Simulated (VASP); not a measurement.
Here is a VASP 6.6.1 calculation.

The input INCAR:

```
PREC = Accurate
ENCUT = 520
EDIFF = 1E-6
ISMEAR = -1
SIGMA = 0.05
LREAL = F
LASPH = T
NELM = 60
ALGO = Normal
ISIF = 2
LWAVE = F
LCHARG = F
GGA = PS
NBANDS = 11
```

Contents of KPOINTS:

```
regular mesh
0
Gamma
  11 11 11
```

The input POSCAR:

```
BN
1.0
    0.0000000000      1.8028980000      1.8028980000
    1.8028980000      0.0000000000      1.8028980000
    1.8028980000      1.8028980000      0.0000000000
B N
1 1
Direct
    0.0000000000      0.0000000000      0.0000000000
    0.2500000000      0.2500000000      0.2500000000
```

Potentials or basis: VASP PAW PBE potentials, release 64 (B, N).

The run is started by

```sh
$ cat potpaw_PBE.64/B/POTCAR potpaw_PBE.64/N/POTCAR > POTCAR
$ mpirun -np 1 vasp_std > vasp.out
```

**Question.** What does it give for the band gap on the k mesh?

**Answer.** 4.39 eV, indirect (least direct gap 8.80 eV).

**Question.** Predict the pressure.

**Answer.** 0.6 GPa.

Caveat: the PAW data sets were made with another functional, which shifts forces and pressure a little. PBEsol gaps usually lie below the measured ones, often by a third to a half.
